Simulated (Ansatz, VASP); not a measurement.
# Two plane-wave programs on BeZn3Te

```
Be Zn Te
1.0
     3.91581    0.00000    0.00000
     0.00000    3.91581    0.00000
     0.00000    0.00000   13.91206
Be Zn Te
2 6 2
Direct
  0.50000 0.50000 0.00000
  0.00000 0.00000 0.00000
  0.00000 0.00000 0.64036
  0.00000 0.00000 0.35964
  0.50000 0.50000 0.64036
  0.50000 0.50000 0.35964
  0.50000 0.00000 0.50133
  0.00000 0.50000 0.49867
  0.50000 0.00000 0.88952
  0.00000 0.50000 0.11048
```

Alike in both runs: functional PBE; k mesh 4 × 4 × 2; occupations gaussian, width 0.2 eV; no spin polarisation.

Ansatz relaxed the structure, and its values are those at the end. VASP's run is a single point on that final structure, the one shown.

```csv
,VASP,Ansatz
version,VASP 6.6.1,Ansatz 0.2.0
potentials or method,"VASP PAW PBE potentials, release 64 (Be, Zn, Te), cutoff 520 eV","scalar-relativistic, plane waves, PAW"
valence electrons in the cell,88,108
```

Ansatz gave:

| Item | Value |
| --- | --- |
| gap on the k mesh at the Fermi level (eV) | none |
| pressure (GPa) | 0.1 |
| rms of the force components (eV/Å) | 0.011 |

Q: Which values does VASP return?

A: gap on the k mesh at the Fermi level (eV): none; pressure (GPa): 0.2; rms of the force components (eV/Å): 0.006.

A gap of «none» marks a metal or a gap that the smearing closes. VASP's potentials hold 88 valence electrons a cell and Ansatz's 108, so a difference there can come from the potentials and not from the codes.

The k mesh is coarse, so the values compare programs but aren't converged. Neither program's run includes spin-orbit coupling.
